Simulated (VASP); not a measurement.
# Mg2Ge3N (P-4m2) in VASP: single point with PBE

Aim: the single point of Mg2Ge3N with PBE.

Everything below comes from runs of VASP 6.6.1. Logs are shortened: lines on timing, memory, paths and dates and some standing lists are left out, and cuts for length are marked.

## 1. The cell of the first run

The structure is tetragonal, space group P-4m2 (No. 115). The conventional cell has a = 3.335 Å, b = 3.335 Å, c = 9.090 Å, α = 90.00°, β = 90.00°, γ = 90.00°. Mg (site symmetry 2mm) has 7 Ge at 2.64 to 3.18 Å and 2 N at 2.64 Å and 4 Mg at 3.34 Å within 3.5 Å. Ge (site symmetry -4m2) has 4 N at 2.36 Å and 4 Mg at 2.64 Å within 3.1 Å. Ge (site symmetry 2mm) has 8 Ge at 2.72 to 3.34 Å and 5 Mg at 2.98 to 3.18 Å within 3.6 Å. Within 3.1 Å of N (site symmetry -4m2) lie 4 Ge at 2.36 Å and 4 Mg at 2.64 Å.

## 2. Single point, PBE

Contents of POSCAR:

```
Mg2Ge3N
1.0
    3.3350149949      0.0000000000      0.0000000000
    0.0000000000      3.3350149949      0.0000000000
    0.0000000000      0.0000000000      9.0896066889
Mg Ge N
2 3 1
Direct
    0.0000000000      0.5000000000      0.7746612165
    0.5000000000      0.0000000000      0.2253387835
    0.5000000000      0.5000000000      0.0000000000
    0.0000000000      0.5000000000      0.4249508392
    0.5000000000      0.0000000000      0.5750491608
    0.0000000000      0.0000000000      0.0000000000
```

Contents of INCAR.step1:

```
PREC     = Accurate       # precision mode
ENCUT    = 520            # plane-wave cutoff, eV
EDIFF    = 1E-6           # SCF threshold, eV
ISMEAR   = 0              # smearing method
SIGMA    = 0.1            # smearing width, eV
LREAL    = F              # projectors in reciprocal space
LASPH    = T              # aspherical terms in the spheres
NELM     = 80             # most SCF steps
ALGO     = Normal         # electronic algorithm
ISIF     = 2              # what is computed and relaxed
LWAVE    = F              # write WAVECAR
LCHARG   = T              # write CHGCAR
GGA      = PE             # functional
NBANDS   = 34             # bands
```

Contents of KPOINTS.step1:

```
regular mesh
0
Gamma
  12 12 4
```

Contents of INCAR.step2:

```
PREC     = Accurate       # precision mode
ENCUT    = 520            # plane-wave cutoff, eV
EDIFF    = 1E-6           # SCF threshold, eV
ISMEAR   = -5             # smearing method
SIGMA    = 0.1            # smearing width, eV
LREAL    = F              # projectors in reciprocal space
LASPH    = T              # aspherical terms in the spheres
NELM     = 80             # most SCF steps
ALGO     = Normal         # electronic algorithm
ISIF     = 2              # what is computed and relaxed
LWAVE    = F              # write WAVECAR
LCHARG   = F              # write CHGCAR
GGA      = PE             # functional
LORBIT   = 11             # projections on sites
NEDOS    = 2001           # points of the DOS
ICHARG   = 11             # starting density
```

Contents of KPOINTS.step2:

```
regular mesh
0
Gamma
  18 18 6
```

Potentials or basis: VASP PAW PBE potentials, release 64 (Mg, Ge_d, N).

The run is started by

```sh
$ cat potpaw_PBE.64/Mg/POTCAR potpaw_PBE.64/Ge_d/POTCAR potpaw_PBE.64/N/POTCAR > POTCAR
$ cp INCAR.step1 INCAR
$ cp KPOINTS.step1 KPOINTS
$ mpirun -np 1 vasp_std > vasp.out
$ cp INCAR.step2 INCAR
$ cp KPOINTS.step2 KPOINTS
$ mpirun -np 1 vasp_std > vasp.out
```

OUTCAR:

```text
PREC = Accurate
   ENCUT = 520
   EDIFF = 1E-6
   ISMEAR = -5
   LREAL = F
   LASPH = T
   NELM = 80
   ISIF = 2
   GGA = PE
   LORBIT = 11
   ICHARG = 11

 ion  position               nearest neighbor table
   1  0.000  0.500  0.775-   3 2.64   6 2.64   6 2.64   3 2.64   5 2.98   5 2.98   5 2.98   5 2.98
                             4 3.18
   2  0.500  0.000  0.225-   3 2.64   6 2.64   3 2.64   6 2.64   4 2.98   4 2.98   4 2.98   4 2.98
                             5 3.18
   3  0.500  0.500  0.000-   1 2.64   2 2.64   2 2.64   1 2.64
   4  0.000  0.500  0.425-   5 2.72   5 2.72   5 2.72   5 2.72   2 2.98   2 2.98   2 2.98   2 2.98
                             1 3.18
   5  0.500  0.000  0.575-   4 2.72   4 2.72   4 2.72   4 2.72   1 2.98   1 2.98   1 2.98   1 2.98
                             2 3.18
   6  0.000  0.000  0.000-   1 2.64   2 2.64   1 2.64   2 2.64

  LATTYP: Found a simple tetragonal cell.
 ALAT       =     3.3350149949
 C/A-ratio  =     2.7255069926

  Lattice vectors:

 A1 = (   3.3350149949,   0.0000000000,   0.0000000000)
 A2 = (   0.0000000000,   3.3350149949,   0.0000000000)
 A3 = (   0.0000000000,   0.0000000000,   9.0896066889)

Analysis of symmetry for initial positions (statically):
=====================================================================
 Subroutine PRICEL returns:
 Original cell was already a primitive cell.

 Routine SETGRP: Setting up the symmetry group for a
 simple tetragonal supercell.

 Subroutine GETGRP returns: Found  8 space group operations
 (whereof  8 operations were pure point group operations)
 out of a pool of 16 trial point group operations.

The static configuration has the point symmetry D_2d.

Analysis of symmetry for dynamics (positions and initial velocities):
=====================================================================
 Subroutine PRICEL returns:
 Original cell was already a primitive cell.

 Routine SETGRP: Setting up the symmetry group for a
 simple tetragonal supercell.

 Subroutine GETGRP returns: Found  8 space group operations
 (whereof  8 operations were pure point group operations)
 out of a pool of 16 trial point group operations.

The dynamic configuration has the point symmetry D_2d.

 Subroutine INISYM returns: Found  8 space group operations
 (whereof  8 operations are pure point group operations),
 and found     1 'primitive' translations

----------------------------------------------------------------------------------------

                                     Primitive cell

  volume of cell :     101.0976

  direct lattice vectors                    reciprocal lattice vectors
     3.335014995  0.000000000  0.000000000     0.299848727  0.000000000  0.000000000
     0.000000000  3.335014995  0.000000000     0.000000000  0.299848727  0.000000000
     0.000000000  0.000000000  9.089606689     0.000000000  0.000000000  0.110015761

  length of vectors
     3.335014995  3.335014995  9.089606689     0.299848727  0.299848727  0.110015761

  position of ions in fractional coordinates (direct lattice)
     0.000000000  0.500000000  0.774661217
     0.500000000  0.000000000  0.225338783
     0.500000000  0.500000000  0.000000000
     0.000000000  0.500000000  0.424950839
     0.500000000  0.000000000  0.575049161
     0.000000000  0.000000000  0.000000000

  ion indices of the primitive-cell ions
   primitive index   ion index
                 1           1
                 2           2
                 3           3
                 4           4
                 5           5
                 6           6

----------------------------------------------------------------------------------------

 KPOINTS: regular mesh

Automatic generation of k-mesh.
 Grid dimensions read from file:
 generate k-points for:   18   18    6

 Generating k-lattice:

  Cartesian coordinates                     Fractional coordinates (reciprocal lattice)
     0.016658263  0.000000000  0.000000000     0.055555556  0.000000000  0.000000000
     0.000000000  0.016658263  0.000000000     0.000000000  0.055555556  0.000000000
     0.000000000  0.000000000  0.018335960     0.000000000  0.000000000  0.166666667

  Length of vectors
     0.016658263  0.016658263  0.018335960

  Shift w.r.t. Gamma in fractional coordinates (k-lattice)
     0.000000000  0.000000000  0.000000000

 TETIRR: Found   2916 inequivalent tetrahedra from    11664

 Subroutine IBZKPT returns following result:
 ===========================================

 Found    220 irreducible k-points:

 Following reciprocal coordinates:
            Coordinates               Weight
  0.000000  0.000000  0.000000      1.000000
  0.055556  0.000000  0.000000      4.000000
  0.111111  0.000000  0.000000      4.000000
  0.166667  0.000000  0.000000      4.000000
  0.222222  0.000000  0.000000      4.000000
  0.277778  0.000000  0.000000      4.000000
[... 16 lines left out ...]
  0.277778  0.111111  0.000000      8.000000
  0.333333  0.111111  0.000000      8.000000
 [... further k-points ...]
   k-points           NKPTS =    220   k-points in BZ     NKDIM =    220   number of bands    NBANDS=     30
   number of dos      NEDOS =   2001   number of ions     NIONS =      6
   total plane-waves  NPLWV =  54880
   dimension x,y,z NGX =    28 NGY =   28 NGZ =   70
   dimension x,y,z NGXF=    56 NGYF=   56 NGZF=  140
   ions per type =               2   3   1
   NGX,Y,Z   is equivalent  to a cutoff of  13.96, 13.96, 12.80 a.u.
   NGXF,Y,Z  is equivalent  to a cutoff of  27.92, 27.92, 25.61 a.u.
 SYSTEM =  unknown system
   PREC   = accura    normal or accurate (medium, high low for compatibility)
   ISTART =      0    job   : 0-new  1-cont  2-samecut
   ICHARG =     11    charge: 1-file 2-atom 10-const
   ISPIN  =      1    spin polarized calculation?
   LNONCOLLINEAR =      F non collinear calculations
   LSORBIT =      F    spin-orbit coupling
   LASPH  =      T    aspherical Exc in radial PAW
   ENCUT  =  520.0 eV  38.22 Ry    6.18 a.u.   6.20  6.20 16.90*2*pi/ulx,y,z
   NELM   =     80;   NELMIN=  2; NELMDL=  0     # of ELM steps
   EDIFF  = 0.1E-05   stopping-criterion for ELM
   LREAL  =      F    real-space projection
   EDIFFG = 0.1E-04   stopping-criterion for IOM
   NSW    =      0    number of steps for IOM
   IBRION =     -1    ionic relax: 0-MD 1-quasi-New 2-CG
   NFREE  =      0    steps in history (QN), initial steepest desc. (CG)
   ISIF   =      2    stress and relaxation
   ISYM   =      2    0-nonsym 1-usesym 2-fastsym
   POTIM  = 0.5000    time-step for ionic-motion
   TEBEG  =    0.0;   TEEND  =   0.0 temperature during run
   PSTRESS=    0.0 pullay stress
   NELECT =      51.0000    total number of electrons
   NUPDOWN=      -1.0000    fix difference up-down
   EMIN   =  10.00;   EMAX   =-10.00  energy-range for DOS
   EFERMI =   0.00;   METHOD = LEGACY
   ISMEAR =    -5;   SIGMA  =   0.10  broadening in eV -4-tet -1-fermi 0-gaus
   EFERMI_NEDOS =   21; number of points for ismear=-14 and -15
   IALGO  =     38    algorithm
   IMIX   =      4    mixing-type and parameters
     AMIX     =   0.40;   BMIX     =  1.00
     AMIX_MAG =   1.60;   BMIX_MAG =  1.00
  volume/ion in A,a.u.               =      16.85       113.71
  Fermi-wavevector in a.u.,A,eV,Ry     =   1.303221  2.462730 23.107923  1.698384
  Thomas-Fermi vector in A             =   2.434237
   LORBIT       =     11    0 simple, 1 ext, 2 COOP (PROOUT), +10 PAW based schemes
   GGA     = PE    functional components
   LHFCALC =     F    Hartree Fock is set to
   AEXX    =    0.0000 exact exchange contribution
   IVDW    =     0    specifies the selected vdW correction
   LEPSILON=     F    determine dielectric tensor
   LRPA    =     F    only Hartree local field effects (RPA)
 non-spin polarized calculation
 Fermi weights with tetrahedron method with Bloechl corrections
  energy-cutoff  :      520.00
  volume of cell :      101.10
 maximum number of plane-waves:      2752
 NGX is ok and might be reduce to    28

 number of electron      50.9999969 magnetization

 Free energy of the ion-electron system (eV)
  ---------------------------------------------------
  ext. energy  EPLUGINS =         0.00000000
  ---------------------------------------------------
  free energy    TOTEN  =       -23.21749469 eV

  energy without entropy =      -23.21749469  energy(sigma->0) =      -23.21749469

 E-fermi :   5.4067     XC(G=0): -10.4892

 val. band max:        5.6743689555   @ k =   0.0000   0.0000   0.0000
 cond. band min:       5.2875741841   @ k =   0.5000   0.5000   0.3333
 fundamental gap:     -0.3867947713
 Fermi energy:         5.4066532539

 k-point     1 :       0.0000    0.0000    0.0000
  band No.  band energies     occupation
      1     -19.2529      2.00000
      2     -19.2455      2.00000
      3     -19.1822      2.00000
      4     -19.1822      2.00000
      5     -19.1696      2.00000
      6     -19.1441      2.00000
[... 22 lines left out ...]
     29      10.2277      0.00000
     30      10.3121      0.00000

 k-point     2 :       0.0556    0.0000    0.0000
  band No.  band energies     occupation
      1     -19.2517      2.00000
      2     -19.2460      2.00000
      3     -19.1840      2.00000
      4     -19.1839      2.00000
      5     -19.1664      2.00000
      6     -19.1446      2.00000
[... 22 lines left out ...]
     29      10.3332      0.00000
     30      10.4005      0.00000

 k-point     3 :       0.1111    0.0000    0.0000
  band No.  band energies     occupation
      1     -19.2482      2.00000
      2     -19.2474      2.00000
      3     -19.1884      2.00000
      4     -19.1865      2.00000
      5     -19.1597      2.00000
      6     -19.1464      2.00000
[... 22 lines left out ...]
     29      10.3911      0.00000
     30      10.4720      0.00000

 k-point     4 :       0.1667    0.0000    0.0000
  band No.  band energies     occupation
      1     -19.2491      2.00000
      2     -19.2431      2.00000
      3     -19.1952      2.00000
      4     -19.1871      2.00000
      5     -19.1521      2.00000
      6     -19.1501      2.00000
[... 616 lines left out ...]
     29       9.0383      0.00000
     30       9.8762      0.00000

 k-point    23 :       0.2778    0.1111    0.0000
  band No.  band energies     occupation
      1     -19.2530      2.00000
      2     -19.2271      2.00000
      3     -19.2105      2.00000
      4     -19.1783      2.00000
      5     -19.1628      2.00000
      6     -19.1389      2.00000
[... 22 lines left out ...]
     29       9.0918      0.00000
     30       9.4870      0.00000

 k-point    24 :       0.3333    0.1111    0.0000
  band No.  band energies     occupation
      1     -19.2527      2.00000
      2     -19.2239      2.00000
      3     -19.2165      2.00000
      4     -19.1724      2.00000
      5     -19.1708      2.00000
      6     -19.1307      2.00000
[... 22 lines left out ...]
     29       8.8535      0.00000
     30       8.9916      0.00000

 [... further k-points ...]
[... 5 lines left out ...]
  --------------------------------------------------------------------------------------
  -------------------------------------------------------------------------------------
  Total        0.0257865      0.0257865     -0.0092984      0.0000000     -0.0000000      0.0000000
  in kB        0.4086602      0.4086602     -0.1473601      0.0000000     -0.0000000      0.0000000
  external PRESSURE =       0.2233201 kB  Pullay stress =       0.0000000 kB

 VOLUME and BASIS-vectors are now :
 -----------------------------------------------------------------------------
  energy-cutoff  :      520.00
  volume of cell :      101.10
      direct lattice vectors                 reciprocal lattice vectors
     3.335014995  0.000000000  0.000000000     0.299848727  0.000000000  0.000000000
     0.000000000  3.335014995  0.000000000     0.000000000  0.299848727  0.000000000
     0.000000000  0.000000000  9.089606689     0.000000000  0.000000000  0.110015761

 POSITION                                       TOTAL-FORCE (eV/Angst)
 -----------------------------------------------------------------------------------
      0.00000      1.66751      7.04137         0.000000     -0.000000      0.027329
      1.66751      0.00000      2.04824         0.000000     -0.000000     -0.027329
      1.66751      1.66751      0.00000         0.000000      0.000000      0.000000
      0.00000      1.66751      3.86264        -0.000000     -0.000000     -0.043320
      1.66751      0.00000      5.22697         0.000000     -0.000000      0.043320
      0.00000      0.00000      0.00000         0.000000     -0.000000      0.000000
 -----------------------------------------------------------------------------------
    total drift:                                0.000000      0.000000      0.000000

  FREE ENERGIE OF THE ION-ELECTRON SYSTEM (eV)
  ---------------------------------------------------
  free  energy   TOTEN  =       -23.2174946938 eV

  energy  without entropy=      -23.2174946938  energy(sigma->0) =      -23.21749469

 total charge

# of ion       s       p       d       tot
------------------------------------------
    1        0.177   0.129   0.030   0.335
    2        0.177   0.129   0.030   0.335
    3        1.223   0.977  10.059  12.259
    4        1.218   1.049  10.020  12.288
    5        1.218   1.049  10.020  12.288
    6        1.303   2.199   0.000   3.502
--------------------------------------------------
tot          5.316   5.532  30.158  41.006
```

Wall time 27 min (1 thread of Intel Xeon 8259CL, shared host); peak memory 0.67 GiB.

Results:

| Property | Result |
| --- | --- |
| Valence electrons inside the program's atomic spheres | Mg 0.34; Ge 12.26, 12.29 (each value once); N 3.50 |
